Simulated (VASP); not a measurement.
Set up this calculation in VASP 6.6.1, as the native input.

```
Task                   : relaxation of cell and atoms
Functional             : PBE
Potentials or basis    : VASP PAW PBE potentials, release 64 (Y_sv, F)
Cutoff                 : 600 eV
k mesh                 : 4 × 4 × 6
Occupations            : gaussian, width 0.1 eV
Spin                   : no spin polarisation
Dipole correction      : no
Further INCAR settings : ALGO = Normal; EDIFF = 1e-07; IBRION = 2; EDIFFG = -0.04; NSW = 90; ISIF = 3
```

The structure of Y3F lies in POSCAR:

```
Y3F
1.0
    5.5651574029      0.0000000000      0.0000000000
    0.0000000000      5.5651574029      0.0000000000
    0.0000000000      0.0000000000      3.5445139711
Y F
3 1
Direct
    0.0000000000      0.5000000000      0.5000000000
    0.5000000000      0.0000000000      0.5000000000
    0.5000000000      0.5000000000      0.0000000000
    0.0000000000      0.0000000000      0.0000000000
```

These files were run (other wordings do the same):

INCAR

```
SYSTEM = Y3F
ALGO = Normal ; EDIFF = 1E-7
EDIFFG = -0.04 ; ENCUT = 600
GGA = PE ; IBRION = 2
ISIF = 3 ; ISMEAR = 0
LASPH = .TRUE. ; LCHARG = .FALSE.
LREAL = .FALSE. ; LWAVE = .FALSE.
NELM = 60 ; NSW = 90
PREC = Accurate ; SIGMA = 0.1
```

KPOINTS

```
k-points
0
G
  4 4 6
  0 0 0
```

Potentials or basis: VASP PAW PBE potentials, release 64 (Y_sv, F).

Command:

```console
$ cat potpaw_PBE.64/Y_sv/POTCAR potpaw_PBE.64/F/POTCAR > POTCAR
$ mpirun -np 1 vasp_std > vasp.out
```

It gave:

```
Relaxed volume                        : 27.07 Å³/atom
Relaxed cell                          : a = 5.586 Å, b = 5.586 Å, c = 3.471 Å, α = 90.00°, β = 90.00°, γ = 90.00°
Space group after relaxing (to 0.1 Å) : P4/mmm (No. 123)
Energy gained by relaxing             : 2.8 meV/atom
Ionic steps                           : 3
Pressure after relaxing               : 0.2 GPa
Band gap on the k mesh                : zero (bands 20 and 21 overlap by 0.86 eV)
```

Wall time 5.2 min on 1 thread of Intel Xeon 8259CL (shared host), peak memory 0.3 GiB.
